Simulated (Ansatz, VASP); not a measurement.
One calculation of Si5C3, two programs

File INCAR:

```
SYSTEM = Si5C3
  PREC = Accurate
  ENCUT = 600
  EDIFF = 1E-7
  ISMEAR = 0
  SIGMA = 0.2
  LREAL = .FALSE.
  LASPH = .TRUE.
  NELM = 60
  ALGO = Normal
  ISIF = 3
  LWAVE = .FALSE.
  LCHARG = .FALSE.
  GGA = PE
  IBRION = 2
  NSW = 36
  EDIFFG = -0.08
```

File KPOINTS:

```
Automatic mesh
0
G
  5 5 2
  0 0 0
```

POSCAR

```
Si5C3
1.0
    3.4000000000      0.0000000000      0.0000000000
    0.0000000000      3.4000000000      0.0000000000
    0.0000000000      0.0000000000      9.4000000000
Si C
5 3
Direct
    0.5000000000      0.0000000000      0.3850000000
    0.0000000000      0.5000000000      0.1650000000
    0.5000000000      0.0000000000      0.8350000000
    0.0000000000      0.5000000000      0.6150000000
    0.0000000000      0.0000000000      0.0000000000
    0.5000000000      0.5000000000      0.2750000000
    0.5000000000      0.5000000000      0.7250000000
    0.0000000000      0.0000000000      0.5000000000
```

Input for Ansatz:

```yaml
crystal:
  lattice:
    - [3.4, 0.0, 0.0]
    - [0.0, 3.4, 0.0]
    - [0.0, 0.0, 9.4]
  atoms:
    - { symbol: Si, position: [0.5, 0.0, 0.385] }
    - { symbol: Si, position: [0.0, 0.5, 0.165] }
    - { symbol: Si, position: [0.5, 0.0, 0.835] }
    - { symbol: Si, position: [0.0, 0.5, 0.615] }
    - { symbol: Si, position: [0.0, 0.0, 0.0] }
    - { symbol: C, position: [0.5, 0.5, 0.275] }
    - { symbol: C, position: [0.5, 0.5, 0.725] }
    - { symbol: C, position: [0.0, 0.0, 0.5] }
basis:
  ecutwfc: 420
kpoints:
  mp_grid: { grid: [5, 5, 2] }
hamiltonian:
  xc: pbe
scf:
  occupations: { method: gaussian, width: 0.2 }
  lower_state_search: "off"
output:
  forces: true
  stress: true
  eigenvalues: true
relax:
  adjacent_minimum: "off"
  f_tol: 0.08
  max_steps: 16
  cell: { stress_tol: 0.8 }
```

Alike in both runs: task relaxation of cell and atoms; functional PBE; k mesh 5 × 5 × 2; occupations gaussian, width 0.2 eV; no spin polarisation.

|  | VASP | Ansatz |
| --- | --- | --- |
| version | VASP 6.6.1 | Ansatz 0.2.0 |
| potentials or method | VASP PAW PBE potentials, release 64 (Si, C), cutoff 600 eV | scalar-relativistic, plane waves, PAW |
| valence electrons in the cell | 32 | 32 |

VASP gave:

| Property | Result |
| --- | --- |
| gap on the k mesh at the Fermi level, each at its own relaxed structure (eV) | none |
| relaxed volume (Å³/atom) | 12.22 |
| relaxed cell length with the largest relative difference (Å) | 3.145 |

Problem. Which values does Ansatz return?

Solution. gap on the k mesh at the Fermi level, each at its own relaxed structure (eV): none; relaxed volume (Å³/atom): 12.25; relaxed cell length with the largest relative difference (Å): 3.148.

A gap of «none» marks a metal or a gap that the smearing closes.

The k mesh is coarse, so the values compare programs but aren't converged.
